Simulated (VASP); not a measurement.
Here is a VASP 6.6.1 calculation.

File INCAR:

```
SYSTEM = Na
  PREC = Accurate
  ENCUT = 520
  EDIFF = 1E-7
  ISMEAR = -1
  SIGMA = 0.05
  LREAL = .False.
  LASPH = .True.
  NELM = 100
  ALGO = Normal
  ISIF = 2
  LWAVE = .False.
  LCHARG = .False.
  NBANDS = 14
```

File KPOINTS:

```
regular mesh
0
Gamma
  8 8 5
  0 0 0
```

File POSCAR:

```
Na
1.0
    3.6901008715      0.0000000000      0.0000000000
   -1.8450504358      3.1957210973      0.0000000000
    0.0000000000      0.0000000000      6.0283729130
Na
2
Direct
    0.6666666667      0.3333333333      0.7500000000
    0.3333333333      0.6666666667      0.2500000000
```

Potentials or basis: VASP PAW LDA potentials, release 64 (Na_pv).

Command:

```console
$ cat potpaw_LDA.64/Na_pv/POTCAR > POTCAR
$ mpirun -np 1 vasp_std > vasp.out
```

**Question.** What does it give for the band gap on the k mesh?

**Answer.** Zero (band 7 reaches 1.77 eV, above the bottom of band 8 at -1.57 eV).

**Question.** Predict the pressure.

**Answer.** -0.5 GPa.

Stress tensor (GPa, compression positive):
```
-0.43  0.00  0.00
 0.00 -0.43  0.00
 0.00  0.00 -0.70
```
